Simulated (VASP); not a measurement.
Set up this calculation in VASP 6.6.1, as the native input.

```yaml
Task: single point
Functional: PBEsol
Potentials_or_basis: VASP PAW PBE potentials, release 64 (Te, Sb, Ge_d)
Cutoff: 500 eV
k_mesh: 7 × 7 × 2
Occupations: fermi-dirac, width 0.05 eV
Spin: no spin polarisation
Dipole_correction: no
Further_INCAR_settings: ALGO = Normal; EDIFF = 1e-06; NBANDS = 44
```

The structure of Ge2Sb2Te5 lies in POSCAR:

```
Ge2Sb2Te5
1.0
    4.2252556920      0.0000000000      0.0000000000
   -2.1126278460      3.6591787668      0.0000000000
    0.0000000000      0.0000000000     16.8789735618
Te Sb Ge
5 2 2
Direct
    0.6666666667      0.3333333333      0.4185582094
    0.3333333333      0.6666666667      0.5814417906
    0.3333333333      0.6666666667      0.1981745280
    0.6666666667      0.3333333333      0.8018254720
    0.0000000000      0.0000000000      0.0000000000
    0.0000000000      0.0000000000      0.3167948819
    0.0000000000      0.0000000000      0.6832051181
    0.6666666667      0.3333333333      0.1002494747
    0.3333333333      0.6666666667      0.8997505253
```

These files were run (other wordings do the same):

INCAR

```
SYSTEM = Ge2Sb2Te5
PREC = Accurate
ENCUT = 500
EDIFF = 1E-6
ISMEAR = -1
SIGMA = 0.05
LREAL = .FALSE.
LASPH = .TRUE.
NELM = 120
ALGO = Normal
ISIF = 2
LWAVE = .FALSE.
LCHARG = .FALSE.
GGA = PS
NBANDS = 44
GGA_COMPAT = .FALSE.
```

KPOINTS

```
regular mesh
0
G
  7 7 2
  0 0 0
```

Potentials or basis: VASP PAW PBE potentials, release 64 (Te, Sb, Ge_d).

The run is started by

```console
$ cat potpaw_PBE.64/Te/POTCAR potpaw_PBE.64/Sb/POTCAR potpaw_PBE.64/Ge_d/POTCAR > POTCAR
$ mpirun -np 1 vasp_std > vasp.out
```

Results of the run:

```yaml
Pressure: 0.1 GPa
Largest_force: 0.036 eV/Å
Band_gap_on_the_k_mesh: 0.15 eV
```

Caveat: the PAW data sets were made with another functional, which shifts forces and pressure a little; spin-orbit coupling is left out, which moves the levels of the heavy elements.

Wall time 3.3 min on 1 thread of AMD EPYC 9R14 (Zen 4) (shared host), peak memory 0.41 GiB.
